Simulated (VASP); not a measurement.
# Y in VASP: notebook

The runs below take Y through single point, with PBE.

All numbers are computed with VASP 6.6.1; they aren't measurements. Logs are shortened: lines on timing, memory, paths and dates and some standing lists are left out, and cuts for length are marked.

### Step 1. The cell of the first run

It takes space group I4/mmm (No. 139, tetragonal). The conventional cell has a = 3.544 Å, b = 3.544 Å, c = 5.094 Å, α = 90.00°, β = 90.00°, γ = 90.00°. Y (site symmetry 4/mmm) has 12 Y at 3.54 to 3.57 Å within 4.7 Å.

### Step 2. Single point, PBE (biaxial strain in the a-b plane: -1.0 %)

INCAR reads:

```
SYSTEM = Y
PREC = Accurate ; ENCUT = 520
EDIFF = 1E-6 ; ISMEAR = 0
SIGMA = 0.1 ; LREAL = .FALSE.
LASPH = .TRUE. ; NELM = 60
ALGO = Fast ; ISIF = 2
LWAVE = .FALSE. ; LCHARG = .TRUE.
GGA = PE ; LELF = .TRUE.
LVHAR = .TRUE. ; NBANDS = 18
```

KPOINTS reads:

```
regular mesh
0
G
  14 14 10
  0 0 0
```

POSCAR reads:

```
Y
1.0
    2.5062618895      2.5062618895      0.0000000000
   -2.5062618895      2.5062618895      0.0000000000
    0.0000000000      0.0000000000      5.0935342644
Y
2
Direct
    0.0000000000      0.0000000000      0.0000000000
    0.5000000000      0.5000000000      0.5000000000
```

Potentials or basis: VASP PAW PBE potentials, release 64 (Y_sv).

Launch:

```sh
cat potpaw_PBE.64/Y_sv/POTCAR > POTCAR
mpirun -np 1 vasp_std > vasp.out
```

OUTCAR:

```text
SYSTEM = Y
   PREC = Accurate
   ENCUT = 520
   EDIFF = 1E-6
   ISMEAR = 0
   LREAL = .FALSE.
   LASPH = .TRUE.
   NELM = 60
   ISIF = 2
   GGA = PE

 ion  position               nearest neighbor table
   1  0.000  0.000  0.000-   2 3.57   2 3.57   2 3.57   2 3.57   2 3.57   2 3.57   2 3.57   2 3.57

   2  0.500  0.500  0.500-   1 3.57   1 3.57   1 3.57   1 3.57   1 3.57   1 3.57   1 3.57   1 3.57

  LATTYP: Found a simple tetragonal cell.
 ALAT       =     3.5443895550
 C/A-ratio  =     1.4370695392

  Lattice vectors:

 A1 = (   2.5062618895,   2.5062618895,   0.0000000000)
 A2 = (  -2.5062618895,   2.5062618895,   0.0000000000)
 A3 = (   0.0000000000,   0.0000000000,   5.0935342644)

Analysis of symmetry for initial positions (statically):
=====================================================================
 Subroutine PRICEL returns following result:

  LATTYP: Found a body centered tetragonal cell.
 ALAT       =     3.5443895550
 C/A-ratio  =     1.4370695392

  Lattice vectors:

 A1 = (   2.5062618895,   0.0000000000,  -2.5467671322)
 A2 = (  -2.5062618895,   0.0000000000,  -2.5467671322)
 A3 = (   0.0000000000,   2.5062618895,   2.5467671322)

   2 primitive cells build up your supercell.

 Routine SETGRP: Setting up the symmetry group for a
 simple tetragonal supercell.

 Subroutine GETGRP returns: Found 16 space group operations
 (whereof 16 operations were pure point group operations)
 out of a pool of 16 trial point group operations.

The static configuration has the point symmetry D_4h.

Analysis of symmetry for dynamics (positions and initial velocities):
=====================================================================
 Subroutine PRICEL returns following result:

  LATTYP: Found a body centered tetragonal cell.
 ALAT       =     3.5443895550
 C/A-ratio  =     1.4370695392

  Lattice vectors:

 A1 = (   2.5062618895,   0.0000000000,  -2.5467671322)
 A2 = (  -2.5062618895,   0.0000000000,  -2.5467671322)
 A3 = (   0.0000000000,   2.5062618895,   2.5467671322)

   2 primitive cells build up your supercell.

 Routine SETGRP: Setting up the symmetry group for a
 simple tetragonal supercell.

 Subroutine GETGRP returns: Found 16 space group operations
 (whereof 16 operations were pure point group operations)
 out of a pool of 16 trial point group operations.

The dynamic configuration has the point symmetry D_4h.

 Subroutine INISYM returns: Found 16 space group operations
 (whereof 16 operations are pure point group operations),
 and found     2 'primitive' translations

----------------------------------------------------------------------------------------

                                     Primitive cell

  volume of cell :      31.9943

  direct lattice vectors                    reciprocal lattice vectors
     2.506261890  0.000000000 -2.546767132     0.199500300  0.199500300 -0.196327333
    -2.506261890  0.000000000 -2.546767132    -0.199500300  0.199500300 -0.196327333
     0.000000000  2.506261890  2.546767132     0.000000000  0.399000601  0.000000000

  length of vectors
     3.573145881  3.573145881  3.573145881     0.343722507  0.343722507  0.399000601

  position of ions in fractional coordinates (direct lattice)
     0.000000000  0.000000000  0.000000000

  ion indices of the primitive-cell ions
   primitive index   ion index
                 1           1

----------------------------------------------------------------------------------------

 KPOINTS: regular mesh

Automatic generation of k-mesh.
 Grid dimensions read from file:
 generate k-points for:   14   14   10

 Generating k-lattice:

  Cartesian coordinates                     Fractional coordinates (reciprocal lattice)
     0.014250021  0.014250021  0.000000000     0.071428571  0.000000000  0.000000000
    -0.014250021  0.014250021  0.000000000     0.000000000  0.071428571  0.000000000
     0.000000000  0.000000000  0.019632733     0.000000000  0.000000000  0.100000000

  Length of vectors
     0.020152574  0.020152574  0.019632733

  Shift w.r.t. Gamma in fractional coordinates (k-lattice)
     0.000000000  0.000000000  0.000000000

 Subroutine IBZKPT returns following result:
 ===========================================

 Found    216 irreducible k-points:

 Following reciprocal coordinates:
            Coordinates               Weight
  0.000000  0.000000  0.000000      1.000000
  0.071429  0.000000  0.000000      4.000000
  0.142857  0.000000  0.000000      4.000000
  0.214286  0.000000  0.000000      4.000000
  0.285714  0.000000  0.000000      4.000000
  0.357143  0.000000  0.000000      4.000000
[... 16 lines left out ...]
  0.285714  0.214286  0.000000      8.000000
  0.357143  0.214286  0.000000      8.000000
 [... further k-points ...]
   k-points           NKPTS =    216   k-points in BZ     NKDIM =    216   number of bands    NBANDS=     18
   number of dos      NEDOS =    301   number of ions     NIONS =      2
   total plane-waves  NPLWV =  31360
   dimension x,y,z NGX =    28 NGY =   28 NGZ =   40
   dimension x,y,z NGXF=    56 NGYF=   56 NGZF=   80
   ions per type =               2
   NGX,Y,Z   is equivalent  to a cutoff of  13.13, 13.13, 13.06 a.u.
   NGXF,Y,Z  is equivalent  to a cutoff of  26.27, 26.27, 26.11 a.u.
 SYSTEM =  Y
   PREC   = accura    normal or accurate (medium, high low for compatibility)
   ISTART =      0    job   : 0-new  1-cont  2-samecut
   ICHARG =      2    charge: 1-file 2-atom 10-const
   ISPIN  =      1    spin polarized calculation?
   LNONCOLLINEAR =      F non collinear calculations
   LSORBIT =      F    spin-orbit coupling
   LASPH  =      T    aspherical Exc in radial PAW
   ENCUT  =  520.0 eV  38.22 Ry    6.18 a.u.   6.59  6.59  9.47*2*pi/ulx,y,z
   NELM   =     60;   NELMIN=  2; NELMDL= -5     # of ELM steps
   EDIFF  = 0.1E-05   stopping-criterion for ELM
   LREAL  =      F    real-space projection
[... 7 lines left out ...]
   TEBEG  =    0.0;   TEEND  =   0.0 temperature during run
   PSTRESS=    0.0 pullay stress
   NELECT =      22.0000    total number of electrons
   NUPDOWN=      -1.0000    fix difference up-down
   EMIN   =  10.00;   EMAX   =-10.00  energy-range for DOS
   EFERMI =   0.00;   METHOD = LEGACY
   ISMEAR =     0;   SIGMA  =   0.10  broadening in eV -4-tet -1-fermi 0-gaus
   EFERMI_NEDOS =   21; number of points for ismear=-14 and -15
   IALGO  =     68    algorithm
   IMIX   =      4    mixing-type and parameters
     AMIX     =   0.40;   BMIX     =  1.00
     AMIX_MAG =   1.60;   BMIX_MAG =  1.00
  volume/ion in A,a.u.               =      31.99       215.91
  Fermi-wavevector in a.u.,A,eV,Ry     =   1.146872  2.167274 17.895958  1.315316
  Thomas-Fermi vector in A             =   2.283555
   LORBIT       =      0    0 simple, 1 ext, 2 COOP (PROOUT), +10 PAW based schemes
   GGA     = PE    functional components
   LHFCALC =     F    Hartree Fock is set to
   AEXX    =    0.0000 exact exchange contribution
   IVDW    =     0    specifies the selected vdW correction
   LEPSILON=     F    determine dielectric tensor
   LRPA    =     F    only Hartree local field effects (RPA)
 non-spin polarized calculation
 RMM-DIIS sequential band-by-band and
 Gauss-broadening in eV      SIGMA  =   0.10
  energy-cutoff  :      520.00
  volume of cell :       63.99
 maximum number of plane-waves:      1755
 NGX is ok and might be reduce to    28
   NGX = 13   NGY = 13   NGZ = 19

 number of electron      22.0000002 magnetization

 Free energy of the ion-electron system (eV)
  ---------------------------------------------------
  ext. energy  EPLUGINS =         0.00000000
  ---------------------------------------------------
  free energy    TOTEN  =       -12.82078978 eV

  energy without entropy =      -12.80551664  energy(sigma->0) =      -12.81315321

 E-fermi :   3.1858     XC(G=0):  -9.5254

 val. band max:        3.1841092179   @ k =   0.4286   0.0714   0.1000
 cond. band min:       3.1908720036   @ k =   0.2857   0.2143   0.1000
 fundamental gap:      0.0067627857
 Fermi energy:         3.1857665334

 k-point     1 :       0.0000    0.0000    0.0000
  band No.  band energies     occupation
      1     -39.4574      2.00000
      2     -39.3674      2.00000
      3     -19.7010      2.00000
      4     -19.3452      2.00000
      5     -19.3452      2.00000
      6     -19.1433      2.00000
[... 10 lines left out ...]
     17       7.1296      0.00000
     18       8.5601      0.00000

 k-point     2 :       0.0714    0.0000    0.0000
  band No.  band energies     occupation
      1     -39.4551      2.00000
      2     -39.3673      2.00000
      3     -19.6925      2.00000
      4     -19.3598      2.00000
      5     -19.3412      2.00000
      6     -19.1625      2.00000
[... 10 lines left out ...]
     17       7.0373      0.00000
     18       8.2652      0.00000

 k-point     3 :       0.1429    0.0000    0.0000
  band No.  band energies     occupation
      1     -39.4483      2.00000
      2     -39.3671      2.00000
      3     -19.6678      2.00000
      4     -19.4002      2.00000
      5     -19.3298      2.00000
      6     -19.2193      2.00000
[... 10 lines left out ...]
     17       6.9533      0.00000
     18       7.7037      0.00000

 k-point     4 :       0.2143    0.0000    0.0000
  band No.  band energies     occupation
      1     -39.4380      2.00000
      2     -39.3675      2.00000
      3     -19.6285      2.00000
      4     -19.4567      2.00000
      5     -19.3119      2.00000
      6     -19.3015      2.00000
[... 10 lines left out ...]
     17       7.0798      0.00000
     18       7.1217      0.00000

 k-point     5 :       0.2857    0.0000    0.0000
  band No.  band energies     occupation
      1     -39.4253      2.00000
      2     -39.3690      2.00000
      3     -19.5775      2.00000
      4     -19.5160      2.00000
      5     -19.3937      2.00000
      6     -19.2895      2.00000
[... 10 lines left out ...]
     17       6.6168      0.00000
     18       7.4325      0.00000

 k-point     6 :       0.3571    0.0000    0.0000
  band No.  band energies     occupation
      1     -39.4117      2.00000
      2     -39.3725      2.00000
      3     -19.5643      2.00000
      4     -19.5182      2.00000
      5     -19.4800      2.00000
      6     -19.2747      2.00000
[... 10 lines left out ...]
     17       6.2250      0.00000
     18       7.6717      0.00000

 k-point     7 :       0.4286    0.0000    0.0000
  band No.  band energies     occupation
      1     -39.3987      2.00000
      2     -39.3786      2.00000
      3     -19.5896      2.00000
      4     -19.5467      2.00000
      5     -19.4546      2.00000
      6     -19.3295      2.00000
[... 10 lines left out ...]
     17       6.3679      0.00000
     18       7.2306      0.00000

 k-point     8 :       0.5000    0.0000    0.0000
  band No.  band energies     occupation
      1     -39.3874      2.00000
      2     -39.3874      2.00000
      3     -19.5844      2.00000
      4     -19.5844      2.00000
      5     -19.3905      2.00000
      6     -19.3905      2.00000
[... 10 lines left out ...]
     17       6.7893      0.00000
     18       6.7893      0.00000
[... 229 lines left out ...]
     17       6.2594      0.00000
     18       8.0395      0.00000

 k-point    20 :       0.4286    0.1429    0.0000
  band No.  band energies     occupation
      1     -39.3931      2.00000
      2     -39.3749      2.00000
      3     -19.5955      2.00000
      4     -19.5582      2.00000
      5     -19.4412      2.00000
      6     -19.3283      2.00000
[... 10 lines left out ...]
     17       6.6643      0.00000
     18       7.5742      0.00000

 k-point    21 :       0.5000    0.1429    0.0000
  band No.  band energies     occupation
      1     -39.3828      2.00000
      2     -39.3828      2.00000
      3     -19.5928      2.00000
      4     -19.5928      2.00000
      5     -19.3831      2.00000
      6     -19.3831      2.00000
[... 10 lines left out ...]
     17       7.1091      0.00000
     18       7.1091      0.00000

 k-point    22 :       0.2143    0.2143    0.0000
  band No.  band energies     occupation
      1     -39.4207      2.00000
      2     -39.3655      2.00000
      3     -19.5679      2.00000
      4     -19.4878      2.00000
      5     -19.3757      2.00000
      6     -19.3641      2.00000
[... 10 lines left out ...]
     17       5.9964      0.00000
     18       7.5049      0.00000

 k-point    23 :       0.2857    0.2143    0.0000
  band No.  band energies     occupation
      1     -39.4096      2.00000
      2     -39.3655      2.00000
      3     -19.5348      2.00000
      4     -19.5258      2.00000
      5     -19.4470      2.00000
      6     -19.3581      2.00000
[... 10 lines left out ...]
     17       6.1793      0.00000
     18       7.7037      0.00000

 k-point    24 :       0.3571    0.2143    0.0000
  band No.  band energies     occupation
      1     -39.3979      2.00000
      2     -39.3672      2.00000
      3     -19.5807      2.00000
      4     -19.5201      2.00000
      5     -19.4773      2.00000
      6     -19.3411      2.00000
[... 10 lines left out ...]
     17       6.5542      0.00000
     18       8.0730      0.00000

 [... further k-points ...]

------------------------ aborting loop because EDIFF is reached ----------------------------------------

  FORCE on cell =-STRESS in cart. coord.  units (eV):
  Direction    XX          YY          ZZ          XY          YZ          ZX
  --------------------------------------------------------------------------------------
  -------------------------------------------------------------------------------------
  Total        0.2301432      0.2301432      0.0454331      0.0000000      0.0000000     -0.0000000
  in kB        5.7624416      5.7624416      1.1375777      0.0000000      0.0000000     -0.0000000
  external PRESSURE =       4.2208203 kB  Pullay stress =       0.0000000 kB

 VOLUME and BASIS-vectors are now :
 -----------------------------------------------------------------------------
  energy-cutoff  :      520.00
  volume of cell :       63.99
      direct lattice vectors                 reciprocal lattice vectors
     2.506261890  2.506261890  0.000000000     0.199500300  0.199500300  0.000000000
    -2.506261890  2.506261890  0.000000000    -0.199500300  0.199500300  0.000000000
     0.000000000  0.000000000  5.093534264     0.000000000  0.000000000  0.196327333

 POSITION                                       TOTAL-FORCE (eV/Angst)
 -----------------------------------------------------------------------------------
      0.00000      0.00000      0.00000        -0.000000      0.000000      0.000000
      0.00000      2.50626      2.54677         0.000000     -0.000000     -0.000000
 -----------------------------------------------------------------------------------
    total drift:                               -0.000000      0.000000      0.000000

  FREE ENERGIE OF THE ION-ELECTRON SYSTEM (eV)
  ---------------------------------------------------
  free  energy   TOTEN  =       -12.8207897845 eV

  energy  without entropy=      -12.8055166361  energy(sigma->0) =      -12.81315321
```

Wall time 3.1 min (1 thread of Oxide Virtual Turin-like, shared host); peak memory 0.32 GiB.

Results:

- Free energy: -12.8208 eV
- Pressure: 0.4 GPa
- Band gap on the k mesh: zero (bands 11 and 12 overlap by 1.57 eV)

Stress tensor (GPa, compression positive):
```
0.58 0.00 0.00
0.00 0.58 0.00
0.00 0.00 0.11
```

Levels at points of the mesh, in eV from the Fermi level:
```csv
k point,band 9,band 10,band 11,band 12,band 13,band 14
"(0.00, 0.00, 0.00)",-4.79,-1.80,-0.88,1.72,1.85,1.85
"(0.50, 0.00, 0.00)",-1.58,-1.58,0.27,0.27,0.63,0.63
"(0.50, 0.50, 0.00)",-1.78,-1.78,-0.92,-0.92,2.22,2.22
"(0.00, 0.00, 0.50)",-3.00,-3.00,0.15,0.15,1.70,1.70
"(0.50, 0.00, 0.50)",-2.00,-2.00,0.66,0.66,1.56,1.56
"(0.50, 0.50, 0.50)",-0.81,-0.81,0.27,0.27,0.27,0.27
```

Caveat: the cell differs from its parent crystal (biaxial strain in the a-b plane: -1.0 %).

### Step 3. Single point, PBE (biaxial strain in the a-b plane: -1.0 %, then relaxed in part)

INCAR reads:

```
SYSTEM = Y
ALGO = Fast
EDIFF = 1E-6
ENCUT = 520
GGA = PE
ISIF = 2
ISMEAR = 0
LASPH = .TRUE.
LCHARG = .TRUE.
LELF = .TRUE.
LREAL = .FALSE.
LVHAR = .TRUE.
LWAVE = .FALSE.
NBANDS = 18
NELM = 60
PREC = Accurate
SIGMA = 0.1
```

KPOINTS reads:

```
k-points
0
G
  14 14 10
  0 0 0
```

POSCAR: that of step 2 with these lines changed.

```diff
@@ -4,3 +4,3 @@
    -2.5062618895      2.5062618895      0.0000000000
-    0.0000000000      0.0000000000      5.0935342644
+    0.0000000000      0.0000000000      5.1132532849
 Y
```

Potentials or basis: VASP PAW PBE potentials, release 64 (Y_sv).

Launch:

```sh
cat potpaw_PBE.64/Y_sv/POTCAR > POTCAR
mpirun -np 1 vasp_std > vasp.out
```

Wall time 3.3 min (1 thread of Oxide Virtual Turin-like, shared host); peak memory 0.33 GiB.

The run converged. Its results:

```yaml
Free_energy: -12.8208 eV
Pressure: 0.3 GPa
Band_gap_on_the_k_mesh: zero (bands 11 and 12 overlap by 1.56 eV)
```

Stress tensor (GPa, compression positive):
```
 0.46  0.00  0.00
 0.00  0.46  0.00
 0.00  0.00 -0.12
```

Levels at points of the mesh, in eV from the Fermi level:
```tsv
k point	band 8	band 9	band 10	band 11	band 12	band 13	band 14	band 15
(0.00, 0.00, 0.00)	-22.34	-4.78	-1.80	-0.87	1.69	1.85	1.85	1.97
(0.50, 0.00, 0.00)	-22.41	-1.58	-1.58	0.25	0.25	0.63	0.63	2.65
(0.50, 0.50, 0.00)	-22.55	-1.77	-1.77	-0.91	-0.91	2.21	2.21	5.31
(0.00, 0.00, 0.50)	-22.44	-3.01	-3.01	0.15	0.15	1.67	1.67	3.05
(0.50, 0.00, 0.50)	-22.41	-2.00	-2.00	0.65	0.65	1.54	1.54	1.72
(0.50, 0.50, 0.50)	-22.55	-0.81	-0.81	0.27	0.27	0.27	0.27	2.59
```

Caveat: the cell differs from its parent crystal (biaxial strain in the a-b plane: -1.0 %, then relaxed in part).

(Continued in part 2 of 2.)
